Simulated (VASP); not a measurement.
Set up this calculation in VASP 6.6.1, as the native input.

```yaml
Task: single point
Functional: PBE
Potentials_or_basis: VASP PAW PBE potentials, release 64 (Si, C)
Cutoff: 600 eV
k_mesh: 2 × 2 × 2
Occupations: gaussian, width 0.01 eV
Spin: no spin polarisation
Dipole_correction: no
Further_INCAR_settings: ALGO = Normal; EDIFF = 1e-06; NBANDS = 11
```

The structure of SiC lies in POSCAR:

```
SiC
1.0
    0.0000000000      2.1790000000      2.1790000000
    2.1790000000      0.0000000000      2.1790000000
    2.1790000000      2.1790000000      0.0000000000
Si C
1 1
Direct
    0.0000000000      0.0000000000      0.0000000000
    0.2500000000      0.2500000000      0.2500000000
```

The input as run:

INCAR

```
PREC = Accurate
ENCUT = 600
EDIFF = 1E-6
ISMEAR = 0
SIGMA = 0.01
LREAL = False
LASPH = True
NELM = 120
ALGO = Normal
ISIF = 2
LWAVE = False
LCHARG = False
GGA = PE
NBANDS = 11
GGA_COMPAT = False
```

KPOINTS

```
Automatic mesh
0
Gamma
  2 2 2
```

Potentials or basis: VASP PAW PBE potentials, release 64 (Si, C).

Run with:

```bash
$ cat potpaw_PBE.64/Si/POTCAR potpaw_PBE.64/C/POTCAR > POTCAR
$ mpirun -np 1 vasp_std > vasp.out
```

It gave:

```
Pressure               : 11.7 GPa
Band gap on the k mesh : 0.94 eV, indirect (least direct gap 4.29 eV)
```

Caveat: the k points lie up to 1.25 Å⁻¹ apart.

It took 5.3 s on 1 thread of Intel Xeon 8259CL (shared host), peak memory 0.14 GiB.
